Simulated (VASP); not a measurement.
Write the native input for VASP 6.6.1 that does the following.

```
Task                   : single point
Functional             : LDA
Potentials or basis    : VASP PAW LDA potentials, release 64 (Cu, Ni)
Cutoff                 : 520 eV
k mesh                 : 12 × 12 × 4
Occupations            : fermi-dirac, width 0.05 eV
Spin                   : collinear spin, ferromagnetic start
Starting moments       : [0.6, 0.6, 0.6, 1.0] μB
Dipole correction      : no
Further INCAR settings : ALGO = Fast; EDIFF = 1e-07; NBANDS = 34
```

The structure of Cu3Ni lies in POSCAR:

```
Cu3Ni
1.0
    1.3161551000     -2.0603607600      0.0000000000
    1.3161551000      2.0603607600      0.0000000000
    0.0000000000      0.0000000000      8.2458602500
Cu Ni
3 1
Direct
    0.5000000000      0.5000000000      0.2466912200
    0.0000000000      0.0000000000      0.5000000000
    0.5000000000      0.5000000000      0.7533087800
    0.0000000000      0.0000000000      0.0000000000
```

The input as run:

INCAR

```
PREC = Accurate ; ENCUT = 520
EDIFF = 1E-7 ; ISMEAR = -1
SIGMA = 0.05 ; LREAL = False
LASPH = True ; NELM = 150
ALGO = Fast ; ISIF = 2
LWAVE = False ; LCHARG = True
ISPIN = 2 ; MAGMOM = 0.6 0.6 0.6 1
LORBIT = 11 ; LMAXMIX = 4
GGA = CA ; LELF = True
LVHAR = True ; NBANDS = 34
```

KPOINTS

```
regular mesh
0
Gamma
  12 12 4
```

Potentials or basis: VASP PAW LDA potentials, release 64 (Cu, Ni).

Command:

```console
$ cat potpaw_LDA.64/Cu/POTCAR potpaw_LDA.64/Ni/POTCAR > POTCAR
$ mpirun -np 1 vasp_std > vasp.out
```

Results of the run:

```json
{"Pressure": "-7.7 GPa", "Largest force": "0.034 eV/Å", "Net moment": "0.00 μB per cell", "Valence electrons inside the program's atomic spheres": "Cu 10.07, 10.06 (each value once); Ni 9.33"}
```

Caveat: the cell stands under tension; the moments typed at the start vanished in this run.

Run time: 5.3 min on 1 thread of AMD EPYC 9R45 96-Core Processor (Zen 5), on a shared host, peak memory 0.32 GiB.
